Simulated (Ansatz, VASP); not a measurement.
**HfN in VASP and in Ansatz**

Contents of POSCAR:

```
HfN
1.0
    0.0000000000      2.4548220000      2.4548220000
    2.4548220000      0.0000000000      2.4548220000
    2.4548220000      2.4548220000      0.0000000000
Hf N
1 1
Direct
    0.0000000000      0.0000000000      0.0000000000
    0.2500000000      0.2500000000      0.2500000000
```

INCAR.step1

```
PREC = Accurate
ENCUT = 520
EDIFF = 1E-5
ISMEAR = -1
SIGMA = 0.05
LREAL = F
LASPH = T
NELM = 100
ALGO = Normal
ISIF = 2
LWAVE = T
LCHARG = F
NBANDS = 14
GGA = PE
```

INCAR.step2

```
PREC = Accurate
ENCUT = 520
EDIFF = 1E-6
ISMEAR = -1
SIGMA = 0.05
LREAL = F
LASPH = T
NELM = 100
ALGO = Normal
ISIF = 2
LWAVE = F
LCHARG = F
GGA = PE
LHFCALC = T
HFSCREEN = 0.2079
PRECFOCK = Normal
NBANDS = 14
ISTART = 1
```

Contents of KPOINTS:

```
Automatic mesh
0
Gamma
  6 6 6
```

input

```
crystal:
  lattice:
    - [0.0, 2.454822, 2.454822]
    - [2.454822, 0.0, 2.454822]
    - [2.454822, 2.454822, 0.0]
  atoms:
    - { symbol: Hf, position: [0.0, 0.0, 0.0] }
    - { symbol: "N", position: [0.25, 0.25, 0.25] }
hamiltonian:
  xc: hse06
  pseudopotentials: { kind: paw }
kpoints:
  mp_grid: { grid: [6, 6, 6] }
  band_path:
    path:
      - [[0.0, 0.0, 0.0], [0.5, 0.0, 0.5], [0.5, 0.25, 0.75], [0.375, 0.375, 0.75], [0.0, 0.0, 0.0], [0.5, 0.5, 0.5], [0.625, 0.25, 0.625], [0.5, 0.25, 0.75], [0.5, 0.5, 0.5], [0.375, 0.375, 0.75]]
      - [[0.625, 0.25, 0.625], [0.5, 0.0, 0.5]]
    npoints: 4
scf:
  occupations: { method: fermi_dirac, width: 0.05 }
  n_extra_bands: 6
output:
  forces: true
  stress: true
  eigenvalues: true
  fatbands: false
```

Alike in both runs: functional HSE06; k mesh 6 × 6 × 6; occupations fermi-dirac, width 0.05 eV; no spin polarisation.

|  | VASP | Ansatz |
| --- | --- | --- |
| version | VASP 6.6.1 | Ansatz 0.2.0 |
| potentials or method | VASP PAW PBE potentials, release 64 (Hf_pv, N) | Ansatz PAW |
| plane-wave cutoff (eV) | 520 | 420 |
| valence electrons in the cell | 15 | 31 |
| task | single point | band structure |

```csv
,VASP,Ansatz,Ansatz less VASP
gap on the k mesh at the Fermi level (eV),none,none,-
pressure (GPa),-4.7,-2.1,+2.65
```

A gap of «none» marks a metal or a gap that the smearing closes. VASP's potentials hold 15 valence electrons a cell and Ansatz's 31, so a difference there can come from the potentials and not from the codes.

The k mesh is coarse, so the values compare programs but aren't converged. Spin-orbit coupling is off throughout.
